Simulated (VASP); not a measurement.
Set up this calculation in VASP 6.6.1, as the native input.

| Quantity | Value |
| --- | --- |
| Task | single point |
| Functional | PBEsol |
| Potentials or basis | VASP PAW PBE potentials, release 64 (Li_sv, Br) |
| Cutoff | 750 eV |
| k mesh | 8 × 8 × 8 |
| Occupations | gaussian, width 0.01 eV |
| Spin | non-collinear spin, zero start, spin-orbit coupling |
| Starting moments | [[0.0, 0.0, 0.0], [0.0, 0.0, 0.0]] μB |
| Dipole correction | no |
| Further INCAR settings | ALGO = Normal; EDIFF = 1e-06; NBANDS = 22 |

The structure of LiBr lies in POSCAR:

```
LiBr
1.0
    2.4638116599      2.4638116599      0.0000000000
   -2.4638116599      2.4638116599      0.0000000000
    0.0000000000      2.4638116599      2.4638116599
Li Br
1 1
Direct
    0.0000000000      0.0000000000      0.0000000000
    0.5000000000      0.5000000000      0.0000000000
```

These files were run (other wordings do the same):

INCAR

```
SYSTEM = LiBr
PREC = Accurate
ENCUT = 750
EDIFF = 1E-6
ISMEAR = 0
SIGMA = 0.01
LREAL = .FALSE.
LASPH = .TRUE.
NELM = 200
ALGO = Normal
ISIF = 2
LWAVE = .FALSE.
LCHARG = .TRUE.
MAGMOM = 0 0 0 0 0 0
LORBIT = 11
LSORBIT = .TRUE.
GGA_COMPAT = .FALSE.
LORBMOM = .TRUE.
GGA = PS
LVHAR = .TRUE.
NBANDS = 22
```

KPOINTS

```
regular mesh
0
G
  8 8 8
  0 0 0
```

Potentials or basis: VASP PAW PBE potentials, release 64 (Li_sv, Br).

Run with:

```sh
$ cat potpaw_PBE.64/Li_sv/POTCAR potpaw_PBE.64/Br/POTCAR > POTCAR
$ mpirun -np 1 vasp_ncl > vasp.out
```

It gave:

```
Pressure                                              : 15.0 GPa
Net moment                                            : 0.00 μB per cell
Valence electrons inside the program's atomic spheres : Li 2.10; Br 4.99
```

Caveat: the cell stands under pressure; the PAW data sets were made with another functional, which shifts forces and pressure a little.

Run time: 30 s on 1 thread of Intel(R) Xeon(R) 6975P-C (Granite Rapids) (shared host), peak memory 0.33 GiB.
